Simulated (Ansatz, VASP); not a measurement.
# PtBr2 in VASP and in Ansatz

```xyz
3
Lattice="3.8011 0.0000 0.0000 0.0000 3.8011 0.0000 0.0000 0.0000 5.1065" Properties=species:S:1:pos:R:3 pbc="T T T"
Pt    0.0000    0.0000    0.0000
Br    0.0000    0.0000    2.5533
Br    1.9005    1.9005    0.0000
```

Change from the starting cell: ordered vacancies on the cation sites of rock salt (P4/mmm, No. 123).

Alike in both runs: functional PBE; k mesh 12 × 12 × 10; occupations gaussian, width 0.1 eV; no spin polarisation.

Ansatz relaxed the structure, and its values are those at the end. VASP's run is a single point on that final structure, the one shown.

|  | VASP | Ansatz |
| --- | --- | --- |
| version | VASP 6.6.1 | Ansatz 0.2.0 |
| potentials or method | VASP PAW PBE potentials, release 64 (Pt, Br), cutoff 520 eV | scalar-relativistic, plane waves, PAW |
| valence electrons in the cell | 24 | 32 |

|  | VASP | Ansatz | Ansatz less VASP |
| --- | --- | --- | --- |
| gap on the k mesh at the Fermi level (eV) | none | none | - |
| pressure (GPa) | 0.0 | 0.0 | +0.05 |

A gap of «none» marks a metal or a gap that the smearing closes. VASP's potentials hold 24 valence electrons a cell and Ansatz's 32, so a difference there can come from the potentials and not from the codes.

Neither program's run includes spin-orbit coupling.
